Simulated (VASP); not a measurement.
# Rh in VASP: single point with PBEsol

Aim: the single point of Rh with PBEsol.

All numbers are computed with VASP 6.6.1; they aren't measurements. Logs are shortened: lines on timing, memory, paths and dates and some standing lists are left out, and cuts for length are marked.

**1. The cell of the first run**

The cell holds a slab with vacuum, 7 atoms: a = 2.673 Å, b = 3.781 Å, c = 24.020 Å, α = 90.00°, β = 90.00°, γ = 90.00°.

**2. Single point, PBEsol**

File INCAR:

```
PREC = Accurate ; ENCUT = 400
EDIFF = 1E-6 ; ISMEAR = -1
SIGMA = 0.08 ; LREAL = False
LASPH = True ; NELM = 120
ALGO = Normal ; ISIF = 2
LWAVE = False ; LCHARG = True
GGA = PS ; LELF = True
LVHAR = True ; NBANDS = 62
GGA_COMPAT = False ; NELMDL = -8
```

File KPOINTS:

```
regular mesh
0
Gamma
  14 10 1
```

File POSCAR:

```
Rh
1.0
    2.6734738989      0.0000000000      0.0000000000
    0.0000000000      3.7808630465      0.0000000000
    0.0000000000      0.0000000000     24.0204000000
Rh
7
Direct
    0.0000000000      0.0000000000      0.3378657564
    0.5000000000      0.5000000000      0.3875802202
    0.0000000000      0.0000000000      0.4453074810
    0.5000000000      0.5000000000      0.5000000003
    0.0000000000      0.0000000000      0.5546925183
    0.5000000000      0.5000000000      0.6124197802
    0.0000000000      0.0000000000      0.6621342435
```

Potentials or basis: VASP PAW PBE potentials, release 64 (Rh_pv).

On the command line:

```sh
cat potpaw_PBE.64/Rh_pv/POTCAR > POTCAR
mpirun -np 1 vasp_std > vasp.out
```

OUTCAR:

```text
PREC = Accurate
   ENCUT = 400
   EDIFF = 1E-6
   ISMEAR = -1
   LREAL = False
   LASPH = True
   NELM = 120
   ISIF = 2
   GGA = PS
   NELMDL = -8

 ion  position               nearest neighbor table
   1  0.000  0.000  0.338-   3 2.58   2 2.61   2 2.61   2 2.61   2 2.61
   2  0.500  0.500  0.388-   1 2.61   1 2.61   1 2.61   1 2.61   3 2.70   3 2.70   3 2.70   3 2.70
                             4 2.70
   3  0.000  0.000  0.445-   1 2.58   5 2.63   4 2.66   4 2.66   4 2.66   4 2.66   2 2.70   2 2.70
                             2 2.70   2 2.70
   4  0.500  0.500  0.500-   5 2.66   5 2.66   5 2.66   5 2.66   3 2.66   3 2.66   3 2.66   3 2.66
                             6 2.70   2 2.70
   5  0.000  0.000  0.555-   7 2.58   3 2.63   4 2.66   4 2.66   4 2.66   4 2.66   6 2.70   6 2.70
                             6 2.70   6 2.70
   6  0.500  0.500  0.612-   7 2.61   7 2.61   7 2.61   7 2.61   5 2.70   5 2.70   5 2.70   5 2.70
                             4 2.70
   7  0.000  0.000  0.662-   5 2.58   6 2.61   6 2.61   6 2.61   6 2.61

  LATTYP: Found a simple orthorhombic cell.
 ALAT       =     2.6734738989
 B/A-ratio  =     1.4142135624
 C/A-ratio  =     8.9847146104

  Lattice vectors:

 A1 = (   2.6734738989,   0.0000000000,   0.0000000000)
 A2 = (   0.0000000000,   3.7808630465,   0.0000000000)
 A3 = (   0.0000000000,   0.0000000000,  24.0204000000)

Analysis of symmetry for initial positions (statically):
=====================================================================
 Subroutine PRICEL returns:
 Original cell was already a primitive cell.

 Routine SETGRP: Setting up the symmetry group for a
 simple orthorhombic supercell.

 Subroutine GETGRP returns: Found  8 space group operations
 (whereof  8 operations were pure point group operations)
 out of a pool of  8 trial point group operations.

The static configuration has the point symmetry D_2h.

Analysis of symmetry for dynamics (positions and initial velocities):
=====================================================================
 Subroutine PRICEL returns:
 Original cell was already a primitive cell.

 Routine SETGRP: Setting up the symmetry group for a
 simple orthorhombic supercell.

 Subroutine GETGRP returns: Found  8 space group operations
 (whereof  8 operations were pure point group operations)
 out of a pool of  8 trial point group operations.

The dynamic configuration has the point symmetry D_2h.

 Subroutine INISYM returns: Found  8 space group operations
 (whereof  8 operations are pure point group operations),
 and found     1 'primitive' translations

----------------------------------------------------------------------------------------

                                     Primitive cell

  volume of cell :     242.7991

  direct lattice vectors                    reciprocal lattice vectors
     2.673473899  0.000000000  0.000000000     0.374045170  0.000000000  0.000000000
     0.000000000  3.780863046  0.000000000     0.000000000  0.264489876  0.000000000
     0.000000000  0.000000000 24.020400000     0.000000000  0.000000000  0.041631280

  length of vectors
     2.673473899  3.780863046 24.020400000     0.374045170  0.264489876  0.041631280

  position of ions in fractional coordinates (direct lattice)
     0.000000000  0.000000000  0.337865756
     0.500000000  0.500000000  0.387580220
     0.000000000  0.000000000  0.445307481
     0.500000000  0.500000000  0.500000000
     0.000000000  0.000000000  0.554692518
     0.500000000  0.500000000  0.612419780
     0.000000000  0.000000000  0.662134243

  ion indices of the primitive-cell ions
   primitive index   ion index
                 1           1
                 2           2
                 3           3
                 4           4
                 5           5
                 6           6
                 7           7

----------------------------------------------------------------------------------------

 KPOINTS: regular mesh

Automatic generation of k-mesh.
 Grid dimensions read from file:
 generate k-points for:   14   10    1

 Generating k-lattice:

  Cartesian coordinates                     Fractional coordinates (reciprocal lattice)
     0.026717512  0.000000000  0.000000000     0.071428571  0.000000000  0.000000000
     0.000000000  0.026448988  0.000000000     0.000000000  0.100000000  0.000000000
     0.000000000  0.000000000  0.041631280     0.000000000  0.000000000  1.000000000

  Length of vectors
     0.026717512  0.026448988  0.041631280

  Shift w.r.t. Gamma in fractional coordinates (k-lattice)
     0.000000000  0.000000000  0.000000000

 Subroutine IBZKPT returns following result:
 ===========================================

 Found     48 irreducible k-points:

 Following reciprocal coordinates:
            Coordinates               Weight
  0.000000  0.000000  0.000000      1.000000
  0.071429  0.000000  0.000000      2.000000
  0.142857  0.000000  0.000000      2.000000
  0.214286  0.000000  0.000000      2.000000
  0.285714  0.000000  0.000000      2.000000
  0.357143  0.000000  0.000000      2.000000
[... 16 lines left out ...]
  0.428571  0.200000  0.000000      4.000000
  0.500000  0.200000  0.000000      2.000000
 [... further k-points ...]
   k-points           NKPTS =     48   k-points in BZ     NKDIM =     48   number of bands    NBANDS=     62
   number of dos      NEDOS =    301   number of ions     NIONS =      7
   total plane-waves  NPLWV =  80640
   dimension x,y,z NGX =    18 NGY =   28 NGZ =  160
   dimension x,y,z NGXF=    36 NGYF=   56 NGZF=  320
   ions per type =               7
   NGX,Y,Z   is equivalent  to a cutoff of  11.19, 12.31, 11.07 a.u.
   NGXF,Y,Z  is equivalent  to a cutoff of  22.39, 24.62, 22.15 a.u.
 SYSTEM =  unknown system
   PREC   = accura    normal or accurate (medium, high low for compatibility)
   ISTART =      0    job   : 0-new  1-cont  2-samecut
   ICHARG =      2    charge: 1-file 2-atom 10-const
   ISPIN  =      1    spin polarized calculation?
   LNONCOLLINEAR =      F non collinear calculations
   LSORBIT =      F    spin-orbit coupling
   LASPH  =      T    aspherical Exc in radial PAW
   ENCUT  =  400.0 eV  29.40 Ry    5.42 a.u.   4.36  6.17 39.17*2*pi/ulx,y,z
   NELM   =    120;   NELMIN=  2; NELMDL= -8     # of ELM steps
   EDIFF  = 0.1E-05   stopping-criterion for ELM
   LREAL  =      F    real-space projection
   EDIFFG = 0.1E-04   stopping-criterion for IOM
   NSW    =      0    number of steps for IOM
   IBRION =     -1    ionic relax: 0-MD 1-quasi-New 2-CG
   NFREE  =      0    steps in history (QN), initial steepest desc. (CG)
   ISIF   =      2    stress and relaxation
   ISYM   =      2    0-nonsym 1-usesym 2-fastsym
   POTIM  = 0.5000    time-step for ionic-motion
   TEBEG  =    0.0;   TEEND  =   0.0 temperature during run
   PSTRESS=    0.0 pullay stress
   NELECT =     105.0000    total number of electrons
   NUPDOWN=      -1.0000    fix difference up-down
   EMIN   =  10.00;   EMAX   =-10.00  energy-range for DOS
   EFERMI =   0.00;   METHOD = LEGACY
   ISMEAR =    -1;   SIGMA  =   0.08  broadening in eV -4-tet -1-fermi 0-gaus
   EFERMI_NEDOS =   21; number of points for ismear=-14 and -15
   IALGO  =     38    algorithm
   IMIX   =      4    mixing-type and parameters
     AMIX     =   0.40;   BMIX     =  1.00
     AMIX_MAG =   1.60;   BMIX_MAG =  1.00
  volume/ion in A,a.u.               =      34.69       234.07
  Fermi-wavevector in a.u.,A,eV,Ry     =   1.238004  2.339489 20.853039  1.532655
  Thomas-Fermi vector in A             =   2.372548
   LORBIT       =      0    0 simple, 1 ext, 2 COOP (PROOUT), +10 PAW based schemes
   GGA     = PS    functional components
   LHFCALC =     F    Hartree Fock is set to
   AEXX    =    0.0000 exact exchange contribution
   IVDW    =     0    specifies the selected vdW correction
   LEPSILON=     F    determine dielectric tensor
   LRPA    =     F    only Hartree local field effects (RPA)
 non-spin polarized calculation
  energy-cutoff  :      400.00
  volume of cell :      242.80
 maximum number of plane-waves:      4455
 NGX is ok and might be reduce to    18
   NGX =  9   NGY = 13   NGZ = 79

 number of electron     104.9999984 magnetization

 Free energy of the ion-electron system (eV)
  ---------------------------------------------------
  ext. energy  EPLUGINS =         0.00000000
  ---------------------------------------------------
  free energy    TOTEN  =       -53.46408358 eV

  energy without entropy =      -53.22245521  energy(sigma->0) =      -53.34326939

 E-fermi :   1.7641     XC(G=0):  -6.4122

 val. band max:        1.7628931934   @ k =   0.4286   0.1000   0.0000
 cond. band min:       1.7649068925   @ k =   0.0000   0.4000   0.0000
 fundamental gap:      0.0020136991
 Fermi energy:         1.7640671110

 k-point     1 :       0.0000    0.0000    0.0000
  band No.  band energies     occupation
      1     -45.2830      2.00000
      2     -45.1807      2.00000
      3     -45.1763      2.00000
      4     -45.0391      2.00000
      5     -45.0251      2.00000
      6     -44.9465      2.00000
[... 54 lines left out ...]
     61       4.4526      0.00000
     62       6.0497      0.00000

 k-point     2 :       0.0714    0.0000    0.0000
  band No.  band energies     occupation
      1     -45.2726      2.00000
      2     -45.1783      2.00000
      3     -45.1729      2.00000
      4     -45.0413      2.00000
      5     -45.0202      2.00000
      6     -44.9483      2.00000
[... 54 lines left out ...]
     61       4.5348      0.00000
     62       6.4346      0.00000

 k-point     3 :       0.1429    0.0000    0.0000
  band No.  band energies     occupation
      1     -45.2424      2.00000
      2     -45.1865      2.00000
      3     -45.1497      2.00000
      4     -45.0523      2.00000
      5     -45.0061      2.00000
      6     -44.9589      2.00000
[... 1354 lines left out ...]
     61       6.3871      0.00000
     62       7.3670      0.00000

 k-point    24 :       0.5000    0.2000    0.0000
  band No.  band energies     occupation
      1     -45.2994      2.00000
      2     -45.2491      2.00000
      3     -45.2343      2.00000
      4     -45.2266      2.00000
      5     -45.2189      2.00000
      6     -45.0207      2.00000
[... 54 lines left out ...]
     61       6.3421      0.00000
     62       6.6483      0.00000

 [... further k-points ...]
[... 5 lines left out ...]
  --------------------------------------------------------------------------------------
  -------------------------------------------------------------------------------------
  Total       -4.8069607     -2.9682223     -0.7270987     -0.0000000      0.0000000      0.0000000
  in kB      -31.7200615    -19.5866370     -4.7979619     -0.0000000      0.0000000      0.0000000
  external PRESSURE =     -18.7015535 kB  Pullay stress =       0.0000000 kB

 VOLUME and BASIS-vectors are now :
 -----------------------------------------------------------------------------
  energy-cutoff  :      400.00
  volume of cell :      242.80
      direct lattice vectors                 reciprocal lattice vectors
     2.673473899  0.000000000  0.000000000     0.374045170  0.000000000  0.000000000
     0.000000000  3.780863046  0.000000000     0.000000000  0.264489876  0.000000000
     0.000000000  0.000000000 24.020400000     0.000000000  0.000000000  0.041631280

 POSITION                                       TOTAL-FORCE (eV/Angst)
 -----------------------------------------------------------------------------------
      0.00000      0.00000      8.11567        -0.000000     -0.000000     -0.000606
      1.33674      1.89043      9.30983         0.000000      0.000000     -0.008096
      0.00000      0.00000     10.69646         0.000000      0.000000     -0.002169
      1.33674      1.89043     12.01020         0.000000      0.000000      0.000000
      0.00000      0.00000     13.32394        -0.000000      0.000000      0.002169
      1.33674      1.89043     14.71057         0.000000      0.000000      0.008096
      0.00000      0.00000     15.90473         0.000000     -0.000000      0.000606
 -----------------------------------------------------------------------------------
    total drift:                                0.000000      0.000000      0.000003

  FREE ENERGIE OF THE ION-ELECTRON SYSTEM (eV)
  ---------------------------------------------------
  free  energy   TOTEN  =       -53.4640835831 eV

  energy  without entropy=      -53.2224552061  energy(sigma->0) =      -53.34326939
```

Run time: 16 min. Hardware: 1 thread of Intel Xeon Platinum 8488C (Sapphire Rapids), shared host; peak memory 0.48 GiB.

Results:

* Free energy: -53.4641 eV
* Largest force: 0.008 eV/Å

Forces on the atoms (eV/Å):
```
Rh   0.000  0.000 -0.001
Rh   0.000  0.000 -0.008
Rh   0.000  0.000 -0.002
Rh   0.000  0.000  0.000
Rh   0.000  0.000  0.002
Rh   0.000  0.000  0.008
Rh   0.000  0.000  0.001
```

Levels at points of the mesh, in eV from the Fermi level:
```tsv
k point	band 49	band 50	band 51	band 52	band 53	band 54	band 55	band 56	band 57	band 58
(0.00, 0.00, 0.00)	-1.03	-0.94	-0.91	-0.75	-0.29	-0.14	0.16	0.29	0.43	0.78
(0.50, 0.00, 0.00)	0.21	0.26	0.30	0.50	0.62	0.74	0.90	1.03	3.14	3.31
(0.00, 0.50, 0.00)	-0.81	-0.12	-0.09	-0.04	0.19	0.21	0.36	0.38	0.47	0.48
(0.50, 0.50, 0.00)	-0.14	0.48	0.53	0.56	0.57	0.64	0.74	0.94	1.73	1.90
```

Caveat: the PAW data sets were made with another functional, which shifts forces and pressure a little.
